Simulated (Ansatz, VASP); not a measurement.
**Ba3TiO5: VASP beside Ansatz**

INCAR

```
PREC = Accurate
ENCUT = 520
EDIFF = 1E-7
ISMEAR = 0
SIGMA = 0.02
LREAL = Auto
LASPH = T
NELM = 60
ALGO = Normal
ISIF = 2
LWAVE = F
LCHARG = F
GGA = PS
NBANDS = 87
```

The input KPOINTS:

```
Automatic mesh
0
Gamma
  6 6 6
```

POSCAR

```
Ba3TiO5
1.0
   -3.6114173029      3.6114173029      5.9058868849
    3.6114173029     -3.6114173029      5.9058868849
    3.6114173029      3.6114173029     -5.9058868849
Ba Ti O
6 2 10
Direct
    0.2500000000      0.2500000000      0.0000000000
    0.7500000000      0.7500000000      0.0000000000
    0.1790499510      0.6790499510      0.8580999019
    0.8209500490      0.3209500490      0.1419000981
    0.6790499510      0.8209500490      0.5000000000
    0.3209500490      0.1790499510      0.5000000000
    0.7500000000      0.2500000000      0.5000000000
    0.2500000000      0.7500000000      0.5000000000
    0.7974804422      0.2974804422      0.7812386621
    0.2025195578      0.7025195578      0.2187613379
    0.5162417801      0.0162417801      0.2187613379
    0.2974804422      0.5162417801      0.5000000000
    0.9837582199      0.2025195578      0.5000000000
    0.4837582199      0.9837582199      0.7812386621
    0.7025195578      0.4837582199      0.5000000000
    0.0162417801      0.7974804422      0.5000000000
    0.0000000000      0.0000000000      0.0000000000
    0.5000000000      0.5000000000      0.0000000000
```

Input for Ansatz:

```yaml
crystal:
  lattice:
    - [-3.6114173029, 3.6114173029, 5.9058868849]
    - [3.6114173029, -3.6114173029, 5.9058868849]
    - [3.6114173029, 3.6114173029, -5.9058868849]
  atoms:
    - { symbol: Ba, position: [0.25, 0.25, 0.0] }
    - { symbol: Ba, position: [0.75, 0.75, 0.0] }
    - { symbol: Ba, position: [0.179049951, 0.679049951, 0.8580999019] }
    - { symbol: Ba, position: [0.820950049, 0.320950049, 0.1419000981] }
    - { symbol: Ba, position: [0.679049951, 0.820950049, 0.5] }
    - { symbol: Ba, position: [0.320950049, 0.179049951, 0.5] }
    - { symbol: Ti, position: [0.75, 0.25, 0.5] }
    - { symbol: Ti, position: [0.25, 0.75, 0.5] }
    - { symbol: O, position: [0.7974804422, 0.2974804422, 0.7812386621] }
    - { symbol: O, position: [0.2025195578, 0.7025195578, 0.2187613379] }
    - { symbol: O, position: [0.5162417801, 0.0162417801, 0.2187613379] }
    - { symbol: O, position: [0.2974804422, 0.5162417801, 0.5] }
    - { symbol: O, position: [0.9837582199, 0.2025195578, 0.5] }
    - { symbol: O, position: [0.4837582199, 0.9837582199, 0.7812386621] }
    - { symbol: O, position: [0.7025195578, 0.4837582199, 0.5] }
    - { symbol: O, position: [0.0162417801, 0.7974804422, 0.5] }
    - { symbol: O, position: [0.0, 0.0, 0.0] }
    - { symbol: O, position: [0.5, 0.5, 0.0] }
basis:
  ecutwfc: 420
kpoints:
  mp_grid: { grid: [6, 6, 6] }
  band_path:
    path:
      - [[0.0, 0.0, 0.0], [0.0, 0.0, 0.5], [0.25, 0.25, 0.25], [0.0, 0.5, 0.0], [0.0, 0.0, 0.0], [0.5, 0.5, -0.5], [0.34348138, 0.65651862, -0.34348138]]
      - [[-0.34348138, 0.34348138, 0.34348138], [0.0, 0.0, 0.0]]
      - [[0.0, 0.0, 0.5], [-0.18696276, 0.18696276, 0.5]]
      - [[0.5, 0.5, -0.18696276], [0.5, 0.5, -0.5]]
    npoints: 10
hamiltonian:
  xc: pbesol
scf:
  occupations: { method: gaussian, width: 0.02 }
  n_extra_bands: 45
output:
  forces: true
  stress: true
  eigenvalues: true
  populations: true
  dos: { projected: true, de: 0.02, nscf_kmesh: { grid: [9, 9, 9] } }
  bader: false
  write_density: true
  write_potential: true
  elf: true
  volumetric_format: npy
```

Alike in both runs: task single point; functional PBEsol; k mesh 6 × 6 × 6; occupations gaussian, width 0.02 eV; no spin polarisation.

```csv
,VASP,Ansatz
version,VASP 6.6.1,Ansatz 0.2.0
potentials or method,"VASP PAW PBE potentials, release 64 (Ba_sv, Ti_sv, O), cutoff 520 eV","scalar-relativistic, plane waves, PAW"
valence electrons in the cell,144,144
```

Ansatz gave:

- gap on the k mesh at the Fermi level (eV): 2.71
- least direct gap on the mesh (eV): 2.71
- pressure (GPa): 0.0
- traceless stress, the component that is largest in VASP (GPa): 0.03
- rms of the force components (eV/Å): 0.001

Question: Estimate VASP's values.

Answer: gap on the k mesh at the Fermi level (eV): 2.61; least direct gap on the mesh (eV): 2.62; pressure (GPa): 1.7; traceless stress, the component that is largest in VASP (GPa): -0.16; rms of the force components (eV/Å): 0.046.

VASP's potentials were made for PBE, not for PBEsol. Atom by atom the forces differ by 0.045 eV/Å (rms over components).

Spin-orbit coupling is off throughout.
